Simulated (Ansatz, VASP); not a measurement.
Two plane-wave programs on Ti3Si

File INCAR:

```
SYSTEM = Ti3Si
ALGO = Fast
EDIFF = 1E-6
ENCUT = 520
GGA = PS
ISIF = 2
ISMEAR = 0
LASPH = .True.
LCHARG = .False.
LREAL = .False.
LWAVE = .False.
NBANDS = 50
NELM = 100
PREC = Accurate
SIGMA = 0.1
```

KPOINTS

```
k-points
0
Gamma
  6 6 8
  0 0 0
```

POSCAR

```
Ti3Si
1.0
    5.6313135898      0.0000000000      0.0000000000
   -2.8156567949      4.8768606255      0.0000000000
    0.0000000000      0.0000000000      4.5054524700
Ti Si
6 2
Direct
    0.3435999600      0.1717999800      0.7500000000
    0.8282000200      0.1717999800      0.7500000000
    0.8282000200      0.6564000400      0.7500000000
    0.6564000400      0.8282000200      0.2500000000
    0.1717999800      0.8282000200      0.2500000000
    0.1717999800      0.3435999600      0.2500000000
    0.3333333300      0.6666666700      0.7500000000
    0.6666666700      0.3333333300      0.2500000000
```

Input for Ansatz:

```yaml
crystal:
  lattice:
    - [5.6313135898, 0.0, 0.0]
    - [-2.8156567949, 4.8768606255, 0.0]
    - [0.0, 0.0, 4.50545247]
  atoms:
    - { symbol: Ti, position: [0.34359996, 0.17179998, 0.75] }
    - { symbol: Ti, position: [0.82820002, 0.17179998, 0.75] }
    - { symbol: Ti, position: [0.82820002, 0.65640004, 0.75] }
    - { symbol: Ti, position: [0.65640004, 0.82820002, 0.25] }
    - { symbol: Ti, position: [0.17179998, 0.82820002, 0.25] }
    - { symbol: Ti, position: [0.17179998, 0.34359996, 0.25] }
    - { symbol: Si, position: [0.33333333, 0.66666667, 0.75] }
    - { symbol: Si, position: [0.66666667, 0.33333333, 0.25] }
basis:
  ecutwfc: 420
kpoints:
  mp_grid: { grid: [6, 6, 8] }
hamiltonian:
  xc: pbesol
scf:
  occupations: { method: gaussian, width: 0.1 }
output:
  forces: true
  stress: true
  eigenvalues: true
  populations: true
  write_density: true
  write_potential: true
  elf: true
  volumetric_format: npy
```

Alike in both runs: task single point; functional PBEsol; k mesh 6 × 6 × 8; occupations gaussian, width 0.1 eV; no spin polarisation.

|  | VASP | Ansatz |
| --- | --- | --- |
| version | VASP 6.6.1 | Ansatz 0.2.0 |
| potentials or method | VASP PAW PBE potentials, release 64 (Ti_sv, Si), cutoff 520 eV | scalar-relativistic, plane waves, PAW |
| valence electrons in the cell | 80 | 80 |

VASP gave:

| Quantity | Value |
| --- | --- |
| gap on the k mesh at the Fermi level (eV) | none |
| pressure (GPa) | -3.4 |
| rms of the force components (eV/Å) | 0.015 |

What did Ansatz give for the same quantities?

gap on the k mesh at the Fermi level (eV): none; pressure (GPa): -3.3; rms of the force components (eV/Å): 0.010.

VASP's potentials were made for PBE, not for PBEsol. Atom by atom the forces differ by 0.005 eV/Å (rms over components). A gap of «none» marks a metal or a gap that the smearing closes. With one functional, cell and mesh, what is left measures potentials, basis and numerics.
